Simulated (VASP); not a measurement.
Write the native input for VASP 6.6.1 that does the following.

* Task: single point
* Functional: PBE
* Potentials or basis: VASP PAW PBE potentials, release 64 (Os)
* Cutoff: 520 eV
* k mesh: 13 × 13 × 7
* Occupations: fermi-dirac, width 0.3 eV
* Spin: no spin polarisation
* Dipole correction: no
* Further INCAR settings: ALGO = Normal; EDIFF = 1e-06; NBANDS = 15

The structure of Os lies in POSCAR:

```
Os
1.0
    2.7559294133      0.0000000000      0.0000000000
   -1.3779647066      2.3867048830      0.0000000000
    0.0000000000      0.0000000000      4.3426533301
Os
2
Direct
    0.3333333333      0.6666666667      0.2500000000
    0.6666666667      0.3333333333      0.7500000000
```

The input as run:

INCAR

```
ALGO = Normal
EDIFF = 1E-6
ENCUT = 520
GGA = PE
ISIF = 2
ISMEAR = -1
LASPH = True
LCHARG = False
LREAL = False
LWAVE = False
NBANDS = 15
NELM = 80
PREC = Accurate
SIGMA = 0.3
```

KPOINTS

```
k-points
0
Gamma
  13 13 7
```

Potentials or basis: VASP PAW PBE potentials, release 64 (Os).

The run is started by

```sh
$ cat potpaw_PBE.64/Os/POTCAR > POTCAR
$ mpirun -np 1 vasp_std > vasp.out
```

Results of the run:

```json
{
 "Pressure": "1.5 GPa",
 "Band gap on the k mesh": "zero (band 8 reaches 11.16 eV, above the bottom of band 9 at 7.46 eV)"
}
```

Caveat: spin-orbit coupling is left out, which moves the levels of the heavy elements.

Wall time 12 s on 1 thread of Intel(R) Xeon(R) 6975P-C (Granite Rapids) (shared host), peak memory 0.15 GiB.
